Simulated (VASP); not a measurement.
A run of VASP 6.6.1:

File INCAR:

```
PREC = Accurate ; ENCUT = 500
EDIFF = 1E-6 ; ISMEAR = 0
SIGMA = 0.01 ; LREAL = False
LASPH = True ; NELM = 120
ALGO = Normal ; ISIF = 2
LWAVE = False ; LCHARG = False
GGA = CA ; NBANDS = 30
GGA_COMPAT = False
```

Contents of KPOINTS:

```
Automatic mesh
0
Gamma
  4 4 4
```

Contents of POSCAR:

```
CsSnI3
1.0
    6.2414001339      0.0000000000      0.0000000000
    0.0000000000      6.2414001339      0.0000000000
    0.0000000000      0.0000000000      6.2414001339
Cs Sn I
1 1 3
Direct
    0.0000000000      0.0000000000      0.0000000000
    0.5000000000      0.5000000000      0.5000000000
    0.0000000000      0.5000000000      0.5000000000
    0.5000000000      0.0000000000      0.5000000000
    0.5000000000      0.5000000000      0.0000000000
```

Potentials or basis: VASP PAW LDA potentials, release 64 (Cs_sv, Sn_d, I).

Command:

```console
$ cat potpaw_LDA.64/Cs_sv/POTCAR potpaw_LDA.64/Sn_d/POTCAR potpaw_LDA.64/I/POTCAR > POTCAR
$ mpirun -np 1 vasp_std > vasp.out
```

Hardware: 1 thread of Intel(R) Xeon(R) Platinum 8488C (Sapphire Rapids), with other jobs on the host.

Task: How long does it take, and how much memory?

Result: Run time: 51 s on 1 thread of Intel(R) Xeon(R) Platinum 8488C (Sapphire Rapids), with other jobs on the host, peak memory 0.29 GiB. Counts: scf iterations 13, k points 10.
